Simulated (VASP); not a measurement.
# Au (I4/mmm) in VASP: notebook, part 2 of 2

VASP 6.6.1. The steps go on from the part before.

### Step 6. Single point, PBEsol (strain -0.040 along x and y, -0.080 along z)

File INCAR:

```
SYSTEM = Au
PREC = Accurate
ENCUT = 520
EDIFF = 1E-6
ISMEAR = 0
SIGMA = 0.15
LREAL = .False.
LASPH = .True.
NELM = 80
ALGO = Normal
ISIF = 2
LWAVE = .False.
LCHARG = .False.
GGA = PS
NBANDS = 12
```

File KPOINTS:

```
Automatic mesh
0
Gamma
  20 20 20
  0 0 0
```

File POSCAR:

```
Au
1.0
    0.0000000000      1.9636800000      1.8818600000
    1.9636800000      0.0000000000      1.8818600000
    1.9636800000      1.9636800000      0.0000000000
Au
1
Direct
    0.0000000000      0.0000000000      0.0000000000
```

Potentials or basis: VASP PAW PBE potentials, release 64 (Au).

Launch:

```sh
> cat potpaw_PBE.64/Au/POTCAR > POTCAR
> mpirun -np 1 vasp_std > vasp.out
```

OUTCAR:

```text
SYSTEM = Au
   PREC = Accurate
   ENCUT = 520
   EDIFF = 1E-6
   ISMEAR = 0
   LREAL = .False.
   LASPH = .True.
   NELM = 80
   ISIF = 2
   GGA = PS

 ion  position               nearest neighbor table
   1  0.000  0.000  0.000-

  LATTYP: Found a body centered tetragonal cell.
 ALAT       =     2.7770628882
 C/A-ratio  =     1.3552879973

  Lattice vectors:

 A1 = (   0.0000000000,  -1.9636800000,  -1.8818600000)
 A2 = (   0.0000000000,   1.9636800000,  -1.8818600000)
 A3 = (   1.9636800000,   0.0000000000,   1.8818600000)

Analysis of symmetry for initial positions (statically):
=====================================================================
 Subroutine PRICEL returns:
 Original cell was already a primitive cell.

 Routine SETGRP: Setting up the symmetry group for a
 body centered tetragonal supercell.

 Subroutine GETGRP returns: Found 16 space group operations
 (whereof 16 operations were pure point group operations)
 out of a pool of 16 trial point group operations.

The static configuration has the point symmetry D_4h.

[... 167 lines left out ...]
      1       0.4533      2.00000
      2       6.4105      2.00000
      3       6.4105      2.00000
      4       6.8749      2.00000
      5       8.3029      2.00000
      6       8.8319      2.00000
      7      26.3830      0.00000
      8      30.9271      0.00000
      9      30.9271      0.00000
     10      32.0297      0.00000
     11      36.7547      0.00000
     12      42.7187      0.00000
[... 331 lines left out ...]
 k-point    24 :      -0.3500    0.0500    0.0000
  band No.  band energies     occupation
      1       3.2913      2.00000
      2       6.4888      2.00000
      3       6.8457      2.00000
      4       7.7395      2.00000
      5       9.4470      2.00000
      6       9.9808      2.00000
      7      19.8996      0.00000
      8      26.7057      0.00000
      9      31.2646      0.00000
     10      32.2041      0.00000
     11      37.1683      0.00000
     12      37.8882      0.00000

 [... further k-points ...]

------------------------ aborting loop because EDIFF is reached ----------------------------------------

  FORCE on cell =-STRESS in cart. coord.  units (eV):
  Direction    XX          YY          ZZ          XY          YZ          ZX
  --------------------------------------------------------------------------------------
  -------------------------------------------------------------------------------------
  Total        3.8756916      3.8756916      4.0456158      0.0000000     -0.0000000     -0.0000000
  in kB      427.8593763    427.8593763    446.6182664      0.0000000     -0.0000000     -0.0000000
  external PRESSURE =     434.1123396 kB  Pullay stress =       0.0000000 kB

 VOLUME and BASIS-vectors are now :
 -----------------------------------------------------------------------------
  energy-cutoff  :      520.00
  volume of cell :       14.51
      direct lattice vectors                 reciprocal lattice vectors
     0.000000000  1.963680000  1.881860000    -0.254623971  0.254623971  0.265694579
     1.963680000  0.000000000  1.881860000     0.254623971 -0.254623971  0.265694579
     1.963680000  1.963680000  0.000000000     0.254623971  0.254623971 -0.265694579

 POSITION                                       TOTAL-FORCE (eV/Angst)
 -----------------------------------------------------------------------------------
      0.00000      0.00000      0.00000        -0.000000      0.000000      0.000000
 -----------------------------------------------------------------------------------
    total drift:                                0.000000     -0.000000      0.000000

  FREE ENERGIE OF THE ION-ELECTRON SYSTEM (eV)
  ---------------------------------------------------
  free  energy   TOTEN  =        -3.6394471522 eV

  energy  without entropy=       -3.6362597400  energy(sigma->0) =       -3.63785345
```

OSZICAR:

```text
N       E                     dE             d eps       ncg     rms          rms(c)
DAV:   1     0.508262177449E+02    0.50826E+02   -0.57137E+03 15816   0.837E+02
DAV:   2    -0.322933290593E+01   -0.54056E+02   -0.51296E+02 18296   0.196E+02
DAV:   3    -0.396351466570E+01   -0.73418E+00   -0.73352E+00 18556   0.218E+01
DAV:   4    -0.396571602823E+01   -0.22014E-02   -0.22013E-02 18492   0.137E+00
DAV:   5    -0.396572925131E+01   -0.13223E-04   -0.13224E-04 18900   0.991E-02    0.158E+01
DAV:   6    -0.368139594338E+01    0.28433E+00   -0.59203E-01 16976   0.654E+00    0.933E+00
DAV:   7    -0.364351582894E+01    0.37880E-01   -0.12530E-01 18196   0.296E+00    0.306E+00
DAV:   8    -0.363945639549E+01    0.40594E-02   -0.70907E-03 17056   0.794E-01    0.345E-01
DAV:   9    -0.363944403931E+01    0.12356E-04   -0.27225E-05 18708   0.498E-02    0.110E-02
DAV:  10    -0.363944703494E+01   -0.29956E-05   -0.13458E-06 18308   0.794E-03    0.453E-03
DAV:  11    -0.363944715224E+01   -0.11730E-06   -0.52562E-08 10140   0.204E-03
   1 F= -.36394472E+01 E0= -.36378534E+01  d E =-.318741E-02
```

stdout:

```text
POSCAR found type information on POSCAR Au
 POSCAR found :  1 types and       1 ions
 scaLAPACK will be used
 -----------------------------------------------------------------------------
|                                                                             |
|                                                                             |
|     You enforced a specific xc type in the INCAR file but a different       |
|     I HOPE YOU KNOW WHAT YOU ARE DOING!                                     |
|                                                                             |
 -----------------------------------------------------------------------------

 LDA part: xc-table for (Slater+PW92), standard interpolation
 POSCAR, INCAR and KPOINTS ok, starting setup
 FFT: planning ... GRIDC
 FFT: planning ... GRID_SOFT
 FFT: planning ... GRID
 WAVECAR not read
 entering main loop
```

Run time: 35 s. Hardware: 1 thread of Intel Xeon 6975P-C (Granite Rapids), shared host; peak memory 0.21 GiB.

What came out:

- Free energy: -3.6394 eV
- Pressure: 43.4 GPa

Caveat: the cell differs from its parent crystal (strain -0.040 along x and y, -0.080 along z); the PAW data sets were made with another functional, which shifts forces and pressure a little; spin-orbit coupling is left out, which moves the levels of the heavy elements.

### Step 7. The runs side by side

```tsv
cell	gap on the mesh (eV)	pressure (GPa)
a = 3.067, b = 3.067, c = 3.008 Å, angles 60.6, 60.6, 58.7°, 1 atom	none	-17.6
a = 3.067, b = 3.067, c = 3.124 Å, angles 59.4, 59.4, 61.2°, 1 atom	none	-19.4
a = 2.720, b = 2.720, c = 2.661 Å, angles 60.7, 60.7, 58.6°, 1 atom	none	62.2
a = 2.779, b = 2.779, c = 2.661 Å, angles 61.4, 61.4, 57.2°, 1 atom	none	44.6
a = 2.720, b = 2.720, c = 2.777 Å, angles 59.3, 59.3, 61.4°, 1 atom	none	43.4
```

Alike in all rows: task single point; level PBEsol; potentials or basis VASP PAW PBE potentials, release 64 (Au); no spin polarisation; k mesh 20 × 20 × 20; cutoff (eV) 520; smearing gaussian 0.15 eV.

Caveats: the PAW data sets were made with another functional, which shifts forces and pressure a little; spin-orbit coupling is left out, which moves the levels of the heavy elements.

Absolute energies hang on the potentials; compare differences alone.
